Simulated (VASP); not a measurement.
A run of VASP 6.6.1 is set up as follows.

INCAR

```
SYSTEM = FeO
ALGO = Normal ; EDIFF = 1E-6
ENCUT = 600 ; GGA_COMPAT = .False.
ISIF = 2 ; ISMEAR = -1
ISPIN = 2 ; LASPH = .True.
LCHARG = .True. ; LELF = .True.
LMAXMIX = 4 ; LORBIT = 11
LREAL = .False. ; LVHAR = .True.
LWAVE = .False. ; MAGMOM = 0 0
NBANDS = 18 ; NELM = 200
NUPDOWN = 0.0 ; PREC = Accurate
SIGMA = 0.15
```

Contents of KPOINTS:

```
k-points
0
Gamma
  13 13 13
  0 0 0
```

File POSCAR:

```
FeO
1.0
    0.0000000000      2.1554000000      2.1554000000
    2.1554000000      0.0000000000      2.1554000000
    2.1554000000      2.1554000000      0.0000000000
Fe O
1 1
Direct
    0.0000000000      0.0000000000      0.0000000000
    0.5000000000      0.5000000000      0.5000000000
```

Potentials or basis: VASP PAW LDA potentials, release 64 (Fe, O).

The run is started by

```console
$ cat potpaw_LDA.64/Fe/POTCAR potpaw_LDA.64/O/POTCAR > POTCAR
$ mpirun -np 1 vasp_std > vasp.out
```

(1) What does it give for the pressure?

## Answers

(1) -37.5 GPa.

Caveat: the cell stands under tension; the total moment is fixed, so each spin has its own Fermi level.
